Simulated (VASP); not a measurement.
A run of VASP 6.6.1 is set up as follows.

INCAR

```
SYSTEM = YNbN2
PREC = Accurate ; ENCUT = 600
EDIFF = 1E-7 ; ISMEAR = 0
SIGMA = 0.1 ; LREAL = .FALSE.
LASPH = .TRUE. ; NELM = 80
ALGO = Normal ; ISIF = 3
LWAVE = .FALSE. ; LCHARG = .FALSE.
GGA = PE ; IBRION = 2
NSW = 90 ; EDIFFG = -0.04
```

KPOINTS

```
Automatic mesh
0
G
  6 6 4
  0 0 0
```

The input POSCAR:

```
YNbN2
1.0
    3.5108225400      0.0000000000      0.0000000000
    0.0000000000      3.5108225400      0.0000000000
    0.0000000000      0.0000000000      4.9632600200
Y Nb N
1 1 2
Direct
    0.5000000000      0.5000000000      0.5000000000
    0.0000000000      0.0000000000      0.0000000000
    0.0000000000      0.0000000000      0.5000000000
    0.5000000000      0.5000000000      0.0000000000
```

Potentials or basis: VASP PAW PBE potentials, release 64 (Y_sv, Nb_sv, N).

Run with:

```sh
$ cat potpaw_PBE.64/Y_sv/POTCAR potpaw_PBE.64/Nb_sv/POTCAR potpaw_PBE.64/N/POTCAR > POTCAR
$ mpirun -np 1 vasp_std > vasp.out
```

**Question.** What does it give for the space group after relaxing (to 0.1 Å)?

**Answer.** P4/mmm (No. 123).

**Question.** Predict the relaxed cell.

**Answer.** a = 3.278 Å, b = 3.278 Å, c = 4.626 Å, α = 90.00°, β = 90.00°, γ = 90.00°.

Step by step:
```
step  energy change (eV)  largest force (eV/Å)  pressure (GPa)  volume (Å³)
   1              0.0000                0.0000          -28.81        61.18
   2              0.7592                0.0000           78.62        39.91
   3             -1.2307                0.0000           -2.20        50.29
   4             -1.2340                0.0000           -0.57        49.91
   5             -1.2341                0.0000            0.36        49.70
```

Caveat: the volume moved by over 15 % at a fixed basis, so the end points are rough.
